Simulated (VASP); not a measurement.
# ZnO (P6_3mc) in VASP: notebook

The runs below take ZnO through single point, with PBEsol.

Everything below comes from runs of VASP 6.6.1. Logs are shortened: lines on timing, memory, paths and dates and some standing lists are left out, and cuts for length are marked.

### 1 The cell of the first run

The structure is hexagonal, space group P6_3mc (No. 186). The conventional cell has a = 3.188 Å, b = 3.188 Å, c = 5.423 Å, α = 90.00°, β = 90.00°, γ = 120.00°. Zn (site symmetry 3m) has 4 O at 1.98 to 1.99 Å within 2.6 Å. O (site symmetry 3m) has 4 Zn at 1.98 to 1.99 Å within 2.6 Å.

### 2 Single point, PBEsol (uniaxial strain along c: +4.0 %, then relaxed in part)

INCAR reads:

```
PREC = Accurate ; ENCUT = 520
EDIFF = 1E-6 ; ISMEAR = 0
SIGMA = 0.02 ; LREAL = False
LASPH = True ; NELM = 60
ALGO = Normal ; ISIF = 2
LWAVE = False ; LCHARG = False
GGA = PS ; NBANDS = 26
```

KPOINTS reads:

```
Automatic mesh
0
Gamma
  12 12 6
```

POSCAR reads:

```
ZnO
1.0
    3.1881894761      0.0000000000      0.0000000000
   -1.5940947380      2.7610530784      0.0000000000
    0.0000000000      0.0000000000      5.4226386354
Zn O
2 2
Direct
    0.6666666667      0.3333333333      0.5068071587
    0.3333333333      0.6666666667      0.0068071587
    0.6666666666      0.3333333334      0.8735028413
    0.3333333334      0.6666666666      0.3735028413
```

Potentials or basis: VASP PAW PBE potentials, release 64 (Zn, O).

Run with:

```
$ cat potpaw_PBE.64/Zn/POTCAR potpaw_PBE.64/O/POTCAR > POTCAR
$ mpirun -np 1 vasp_std > vasp.out
```

OUTCAR:

```text
PREC = Accurate
   ENCUT = 520
   EDIFF = 1E-6
   ISMEAR = 0
   LREAL = False
   LASPH = True
   NELM = 60
   ISIF = 2
   GGA = PS

 ion  position               nearest neighbor table
   1  0.667  0.333  0.507-   4 1.98   4 1.98   4 1.98   3 1.99
   2  0.333  0.667  0.007-   3 1.98   3 1.98   3 1.98   4 1.99
   3  0.667  0.333  0.874-   2 1.98   2 1.98   2 1.98   1 1.99
   4  0.333  0.667  0.374-   1 1.98   1 1.98   1 1.98   2 1.99

  LATTYP: Found a hexagonal cell.
 ALAT       =     3.1881894761
 C/A-ratio  =     1.7008520592

  Lattice vectors:

 A1 = (   3.1881894761,   0.0000000000,   0.0000000000)
 A2 = (  -1.5940947380,   2.7610530784,   0.0000000000)
 A3 = (   0.0000000000,   0.0000000000,   5.4226386354)

Analysis of symmetry for initial positions (statically):
=====================================================================
 Subroutine PRICEL returns:
 Original cell was already a primitive cell.

 Routine SETGRP: Setting up the symmetry group for a
 hexagonal supercell.

 Subroutine GETGRP returns: Found 12 space group operations
 (whereof  6 operations were pure point group operations)
 out of a pool of 24 trial point group operations.

The static configuration has the point symmetry C_3v.
 The point group associated with its full space group is C_6v.

Analysis of symmetry for dynamics (positions and initial velocities):
=====================================================================
 Subroutine PRICEL returns:
 Original cell was already a primitive cell.

 Routine SETGRP: Setting up the symmetry group for a
 hexagonal supercell.

 Subroutine GETGRP returns: Found 12 space group operations
 (whereof  6 operations were pure point group operations)
 out of a pool of 24 trial point group operations.

The dynamic configuration has the point symmetry C_3v.
 The point group associated with its full space group is C_6v.

 Subroutine INISYM returns: Found 12 space group operations
 (whereof  6 operations are pure point group operations),
 and found     1 'primitive' translations

----------------------------------------------------------------------------------------

                                     Primitive cell

  volume of cell :      47.7342

  direct lattice vectors                    reciprocal lattice vectors
     3.188189476  0.000000000  0.000000000     0.313657644  0.181090325  0.000000000
[... 90 lines left out ...]
   EDIFF  = 0.1E-05   stopping-criterion for ELM
   LREAL  =      F    real-space projection
   EDIFFG = 0.1E-04   stopping-criterion for IOM
   NSW    =      0    number of steps for IOM
   IBRION =     -1    ionic relax: 0-MD 1-quasi-New 2-CG
   NFREE  =      0    steps in history (QN), initial steepest desc. (CG)
   ISIF   =      2    stress and relaxation
   ISYM   =      2    0-nonsym 1-usesym 2-fastsym
   POTIM  = 0.5000    time-step for ionic-motion
   TEBEG  =    0.0;   TEEND  =   0.0 temperature during run
   PSTRESS=    0.0 pullay stress
   NELECT =      36.0000    total number of electrons
   NUPDOWN=      -1.0000    fix difference up-down
   EMIN   =  10.00;   EMAX   =-10.00  energy-range for DOS
   EFERMI =   0.00;   METHOD = LEGACY
   ISMEAR =     0;   SIGMA  =   0.02  broadening in eV -4-tet -1-fermi 0-gaus
   EFERMI_NEDOS =   21; number of points for ismear=-14 and -15
   IALGO  =     38    algorithm
   IMIX   =      4    mixing-type and parameters
     AMIX     =   0.40;   BMIX     =  1.00
     AMIX_MAG =   1.60;   BMIX_MAG =  1.00
  volume/ion in A,a.u.               =      11.93        80.53
  Fermi-wavevector in a.u.,A,eV,Ry     =   1.490159  2.815991 30.212724  2.220573
  Thomas-Fermi vector in A             =   2.602976
   LORBIT       =      0    0 simple, 1 ext, 2 COOP (PROOUT), +10 PAW based schemes
   GGA     = PS    functional components
   LHFCALC =     F    Hartree Fock is set to
   AEXX    =    0.0000 exact exchange contribution
   IVDW    =     0    specifies the selected vdW correction
   LEPSILON=     F    determine dielectric tensor
   LRPA    =     F    only Hartree local field effects (RPA)
 non-spin polarized calculation
 Gauss-broadening in eV      SIGMA  =   0.02
  energy-cutoff  :      520.00
  volume of cell :       47.73
 maximum number of plane-waves:      1302
 NGX is ok and might be reduce to    24
   NGX = 11   NGY = 11   NGZ = 21

 number of electron      35.9999994 magnetization

 Free energy of the ion-electron system (eV)
  ---------------------------------------------------
  ext. energy  EPLUGINS =         0.00000000
  ---------------------------------------------------
  free energy    TOTEN  =       -19.38018892 eV

  energy without entropy =      -19.38018892  energy(sigma->0) =      -19.38018892

 E-fermi :   1.1640     XC(G=0): -11.1779

 val. band max:        1.0538362616   @ k =   0.0000   0.0000   0.0000
 cond. band min:       1.6372340045   @ k =   0.0000   0.0000   0.0000
 fundamental gap:      0.5833977428
 Fermi energy:         1.1639679024

 k-point     1 :       0.0000    0.0000    0.0000
  band No.  band energies     occupation
      1     -16.9870      2.00000
      2     -16.3188      2.00000
      3      -4.8793      2.00000
      4      -4.7717      2.00000
      5      -4.6379      2.00000
      6      -4.6379      2.00000
[... 685 lines left out ...]
     25      14.3197      0.00000
     26      15.1524      0.00000

 [... further k-points ...]

------------------------ aborting loop because EDIFF is reached ----------------------------------------

  FORCE on cell =-STRESS in cart. coord.  units (eV):
  Direction    XX          YY          ZZ          XY          YZ          ZX
  --------------------------------------------------------------------------------------
  -------------------------------------------------------------------------------------
  Total        0.2872908      0.2872908     -1.6247164      0.0000000      0.0000000      0.0000000
  in kB        9.6427927      9.6427927    -54.5329008      0.0000000      0.0000000      0.0000000
  external PRESSURE =     -11.7491052 kB  Pullay stress =       0.0000000 kB

 VOLUME and BASIS-vectors are now :
 -----------------------------------------------------------------------------
  energy-cutoff  :      520.00
  volume of cell :       47.73
      direct lattice vectors                 reciprocal lattice vectors
     3.188189476  0.000000000  0.000000000     0.313657644  0.181090325  0.000000000
    -1.594094738  2.761053078  0.000000000     0.000000000  0.362180651  0.000000000
     0.000000000  0.000000000  5.422638635     0.000000000  0.000000000  0.184412067

 POSITION                                       TOTAL-FORCE (eV/Angst)
 -----------------------------------------------------------------------------------
      1.59409      0.92035      2.74823        -0.000000      0.000000      0.012489
     -0.00000      1.84070      0.03691         0.000000      0.000000      0.012489
      1.59409      0.92035      4.73669        -0.000000      0.000000     -0.012489
      0.00000      1.84070      2.02537         0.000000     -0.000000     -0.012489
 -----------------------------------------------------------------------------------
    total drift:                               -0.000000      0.000000     -0.001705

  FREE ENERGIE OF THE ION-ELECTRON SYSTEM (eV)
  ---------------------------------------------------
  free  energy   TOTEN  =       -19.3801889207 eV

  energy  without entropy=      -19.3801889207  energy(sigma->0) =      -19.38018892
```

Wall time 34 s (1 thread of Intel Xeon Platinum 8559C (Emerald Rapids), shared host); peak memory 0.21 GiB.

What came out:

```
Free energy            : -19.3802 eV
Pressure               : -1.2 GPa
Largest force          : 0.012 eV/Å
Band gap on the k mesh : 0.58 eV
```

Forces in eV/Å, atoms in the order of the input:
```
Zn   0.000  0.000  0.012
Zn   0.000  0.000  0.012
O    0.000  0.000 -0.012
O    0.000  0.000 -0.012
```

Levels at points of the mesh, in eV from the valence-band top:
```csv
k point,band 14,band 15,band 16,band 17,band 18,band 19,band 20,band 21,band 22,band 23
"(0.00, 0.00, 0.00)",-0.77,-0.77,-0.17,0.00,0.00,0.58,5.31,7.62,12.89,13.25
"(0.50, 0.00, 0.00)",-3.46,-2.90,-2.15,-1.47,-0.76,5.67,6.71,6.99,8.65,10.16
"(0.00, 0.00, 0.50)",-2.45,-0.38,-0.38,-0.38,-0.38,3.26,3.26,9.63,9.63,13.56
"(0.50, 0.00, 0.50)",-3.79,-1.61,-1.61,-1.42,-1.42,5.41,5.41,8.32,8.32,11.18
```

Caveat: the cell differs from its parent crystal (uniaxial strain along c: +4.0 %, then relaxed in part); the PAW data sets were made with another functional, which shifts forces and pressure a little.

### 3 Single point, PBEsol

INCAR reads:

```
SYSTEM = ZnO
ALGO = Normal
EDIFF = 1E-7
ENCUT = 520
GGA = PS
ISIF = 2
ISMEAR = 0
LASPH = .TRUE.
LCHARG = .FALSE.
LREAL = .FALSE.
LWAVE = .FALSE.
NBANDS = 26
NELM = 100
PREC = Accurate
SIGMA = 0.02
```

KPOINTS reads:

```
k-points
0
G
  12 12 6
  0 0 0
```

POSCAR is that of step 2.

Potentials or basis: VASP PAW PBE potentials, release 64 (Zn, O).

Run with:

```
$ cat potpaw_PBE.64/Zn/POTCAR potpaw_PBE.64/O/POTCAR > POTCAR
$ mpirun -np 1 vasp_std > vasp.out
```

OUTCAR:

```text
SYSTEM = ZnO
   EDIFF = 1E-7
   ENCUT = 520
   GGA = PS
   ISIF = 2
   ISMEAR = 0
   LASPH = .TRUE.
   LREAL = .FALSE.
   NELM = 100
   PREC = Accurate

 ion  position               nearest neighbor table
   1  0.667  0.333  0.507-   4 1.98   4 1.98   4 1.98   3 1.99
   2  0.333  0.667  0.007-   3 1.98   3 1.98   3 1.98   4 1.99
   3  0.667  0.333  0.874-   2 1.98   2 1.98   2 1.98   1 1.99
   4  0.333  0.667  0.374-   1 1.98   1 1.98   1 1.98   2 1.99

  LATTYP: Found a hexagonal cell.
 ALAT       =     3.1881894761
 C/A-ratio  =     1.7008520592

  Lattice vectors:

 A1 = (   3.1881894761,   0.0000000000,   0.0000000000)
 A2 = (  -1.5940947380,   2.7610530784,   0.0000000000)
 A3 = (   0.0000000000,   0.0000000000,   5.4226386354)

Analysis of symmetry for initial positions (statically):
=====================================================================
 Subroutine PRICEL returns:
 Original cell was already a primitive cell.

 Routine SETGRP: Setting up the symmetry group for a
 hexagonal supercell.

 Subroutine GETGRP returns: Found 12 space group operations
 (whereof  6 operations were pure point group operations)
 out of a pool of 24 trial point group operations.

The static configuration has the point symmetry C_3v.
 The point group associated with its full space group is C_6v.

Analysis of symmetry for dynamics (positions and initial velocities):
=====================================================================
 Subroutine PRICEL returns:
 Original cell was already a primitive cell.

 Routine SETGRP: Setting up the symmetry group for a
 hexagonal supercell.

 Subroutine GETGRP returns: Found 12 space group operations
 (whereof  6 operations were pure point group operations)
 out of a pool of 24 trial point group operations.

The dynamic configuration has the point symmetry C_3v.
 The point group associated with its full space group is C_6v.

 Subroutine INISYM returns: Found 12 space group operations
 (whereof  6 operations are pure point group operations),
 and found     1 'primitive' translations

----------------------------------------------------------------------------------------

                                     Primitive cell

  volume of cell :      47.7342

  direct lattice vectors                    reciprocal lattice vectors
     3.188189476  0.000000000  0.000000000     0.313657644  0.181090325  0.000000000
    -1.594094738  2.761053078  0.000000000     0.000000000  0.362180651  0.000000000
     0.000000000  0.000000000  5.422638635     0.000000000  0.000000000  0.184412067

  length of vectors
     3.188189476  3.188189476  5.422638635     0.362180650  0.362180651  0.184412067

  position of ions in fractional coordinates (direct lattice)
     0.666666667  0.333333333  0.506807159
     0.333333333  0.666666667  0.006807159
     0.666666667  0.333333333  0.873502841
     0.333333333  0.666666667  0.373502841

  ion indices of the primitive-cell ions
   primitive index   ion index
                 1           1
                 2           2
                 3           3
                 4           4

----------------------------------------------------------------------------------------

 KPOINTS: k-points

Automatic generation of k-mesh.
 Grid dimensions read from file:
 generate k-points for:   12   12    6

 Generating k-lattice:

  Cartesian coordinates                     Fractional coordinates (reciprocal lattice)
     0.026138137  0.015090860  0.000000000     0.083333333  0.000000000  0.000000000
     0.000000000  0.030181721  0.000000000     0.000000000  0.083333333  0.000000000
     0.000000000  0.000000000  0.030735345     0.000000000  0.000000000  0.166666667

  Length of vectors
     0.030181721  0.030181721  0.030735345

  Shift w.r.t. Gamma in fractional coordinates (k-lattice)
     0.000000000  0.000000000  0.000000000

 Subroutine IBZKPT returns following result:
 ===========================================

 Found     76 irreducible k-points:

 Following reciprocal coordinates:
            Coordinates               Weight
  0.000000  0.000000  0.000000      1.000000
  0.083333  0.000000  0.000000      6.000000
  0.166667 -0.000000  0.000000      6.000000
  0.250000  0.000000  0.000000      6.000000
  0.333333 -0.000000  0.000000      6.000000
  0.416667  0.000000  0.000000      6.000000
[... 16 lines left out ...]
  0.250000  0.000000  0.166667     12.000000
  0.333333 -0.000000  0.166667     12.000000
 [... further k-points ...]
   k-points           NKPTS =     76   k-points in BZ     NKDIM =     76   number of bands    NBANDS=     26
   number of dos      NEDOS =    301   number of ions     NIONS =      4
   total plane-waves  NPLWV =  23040
   dimension x,y,z NGX =    24 NGY =   24 NGZ =   40
   dimension x,y,z NGXF=    48 NGYF=   48 NGZF=   80
   ions per type =               2   2
   NGX,Y,Z   is equivalent  to a cutoff of  12.51, 12.51, 12.26 a.u.
   NGXF,Y,Z  is equivalent  to a cutoff of  25.03, 25.03, 24.53 a.u.
 SYSTEM =  ZnO
   PREC   = accura    normal or accurate (medium, high low for compatibility)
   ISTART =      0    job   : 0-new  1-cont  2-samecut
   ICHARG =      2    charge: 1-file 2-atom 10-const
   ISPIN  =      1    spin polarized calculation?
   LNONCOLLINEAR =      F non collinear calculations
   LSORBIT =      F    spin-orbit coupling
   LASPH  =      T    aspherical Exc in radial PAW
   ENCUT  =  520.0 eV  38.22 Ry    6.18 a.u.   5.93  5.93 10.08*2*pi/ulx,y,z
   NELM   =    100;   NELMIN=  2; NELMDL= -5     # of ELM steps
   EDIFF  = 0.1E-06   stopping-criterion for ELM
   LREAL  =      F    real-space projection
   EDIFFG = 0.1E-05   stopping-criterion for IOM
   NSW    =      0    number of steps for IOM
   IBRION =     -1    ionic relax: 0-MD 1-quasi-New 2-CG
   NFREE  =      0    steps in history (QN), initial steepest desc. (CG)
   ISIF   =      2    stress and relaxation
   ISYM   =      2    0-nonsym 1-usesym 2-fastsym
   POTIM  = 0.5000    time-step for ionic-motion
   TEBEG  =    0.0;   TEEND  =   0.0 temperature during run
   PSTRESS=    0.0 pullay stress
   NELECT =      36.0000    total number of electrons
   NUPDOWN=      -1.0000    fix difference up-down
   EMIN   =  10.00;   EMAX   =-10.00  energy-range for DOS
   EFERMI =   0.00;   METHOD = LEGACY
   ISMEAR =     0;   SIGMA  =   0.02  broadening in eV -4-tet -1-fermi 0-gaus
   EFERMI_NEDOS =   21; number of points for ismear=-14 and -15
   IALGO  =     38    algorithm
   IMIX   =      4    mixing-type and parameters
     AMIX     =   0.40;   BMIX     =  1.00
     AMIX_MAG =   1.60;   BMIX_MAG =  1.00
  volume/ion in A,a.u.               =      11.93        80.53
  Fermi-wavevector in a.u.,A,eV,Ry     =   1.490159  2.815991 30.212724  2.220573
  Thomas-Fermi vector in A             =   2.602976
   LORBIT       =      0    0 simple, 1 ext, 2 COOP (PROOUT), +10 PAW based schemes
   GGA     = PS    functional components
   LHFCALC =     F    Hartree Fock is set to
   AEXX    =    0.0000 exact exchange contribution
   IVDW    =     0    specifies the selected vdW correction
   LEPSILON=     F    determine dielectric tensor
   LRPA    =     F    only Hartree local field effects (RPA)
 non-spin polarized calculation
 Gauss-broadening in eV      SIGMA  =   0.02
  energy-cutoff  :      520.00
  volume of cell :       47.73
 maximum number of plane-waves:      1302
 NGX is ok and might be reduce to    24
   NGX = 11   NGY = 11   NGZ = 21

 number of electron      35.9999994 magnetization

 Free energy of the ion-electron system (eV)
  ---------------------------------------------------
  ext. energy  EPLUGINS =         0.00000000
  ---------------------------------------------------
  free energy    TOTEN  =       -19.38018884 eV

  energy without entropy =      -19.38018884  energy(sigma->0) =      -19.38018884

 E-fermi :   1.1639     XC(G=0): -11.1779

 val. band max:        1.0537917191   @ k =   0.0000   0.0000   0.0000
 cond. band min:       1.6372292760   @ k =   0.0000   0.0000   0.0000
 fundamental gap:      0.5834375568
 Fermi energy:         1.1639375346

 k-point     1 :       0.0000    0.0000    0.0000
  band No.  band energies     occupation
      1     -16.9870      2.00000
      2     -16.3188      2.00000
      3      -4.8793      2.00000
      4      -4.7717      2.00000
      5      -4.6379      2.00000
      6      -4.6379      2.00000
[... 685 lines left out ...]
     25      14.3197      0.00000
     26      15.1524      0.00000

 [... further k-points ...]

------------------------ aborting loop because EDIFF is reached ----------------------------------------

  FORCE on cell =-STRESS in cart. coord.  units (eV):
  Direction    XX          YY          ZZ          XY          YZ          ZX
  --------------------------------------------------------------------------------------
  -------------------------------------------------------------------------------------
  Total        0.2845674      0.2845674     -1.6275729      0.0000000     -0.0000000     -0.0000000
  in kB        9.5513803      9.5513803    -54.6287784      0.0000000     -0.0000000     -0.0000000
  external PRESSURE =     -11.8420059 kB  Pullay stress =       0.0000000 kB

 VOLUME and BASIS-vectors are now :
 -----------------------------------------------------------------------------
  energy-cutoff  :      520.00
  volume of cell :       47.73
      direct lattice vectors                 reciprocal lattice vectors
     3.188189476  0.000000000  0.000000000     0.313657644  0.181090325  0.000000000
    -1.594094738  2.761053078  0.000000000     0.000000000  0.362180651  0.000000000
     0.000000000  0.000000000  5.422638635     0.000000000  0.000000000  0.184412067

 POSITION                                       TOTAL-FORCE (eV/Angst)
 -----------------------------------------------------------------------------------
      1.59409      0.92035      2.74823         0.000000      0.000000      0.012480
     -0.00000      1.84070      0.03691        -0.000000     -0.000000      0.012480
      1.59409      0.92035      4.73669        -0.000000      0.000000     -0.012480
      0.00000      1.84070      2.02537         0.000000     -0.000000     -0.012480
 -----------------------------------------------------------------------------------
    total drift:                               -0.000000      0.000000     -0.001704

  FREE ENERGIE OF THE ION-ELECTRON SYSTEM (eV)
  ---------------------------------------------------
  free  energy   TOTEN  =       -19.3801888369 eV

  energy  without entropy=      -19.3801888369  energy(sigma->0) =      -19.38018884
```

It took 36 s on 1 thread of Intel Xeon Platinum 8559C (Emerald Rapids), shared host; peak memory 0.21 GiB.

What came out:

| Item | Value |
| --- | --- |
| Free energy | -19.3802 eV |
| Pressure | -1.2 GPa |
| Largest force | 0.012 eV/Å |
| Band gap on the k mesh | 0.58 eV |

Forces on the atoms (eV/Å):
```
Zn   0.000  0.000  0.012
Zn   0.000  0.000  0.012
O    0.000  0.000 -0.012
O    0.000  0.000 -0.012
```

Stress tensor (GPa, compression positive):
```
 0.96  0.00  0.00
 0.00  0.96  0.00
 0.00  0.00 -5.46
```

Caveat: the PAW data sets were made with another functional, which shifts forces and pressure a little.
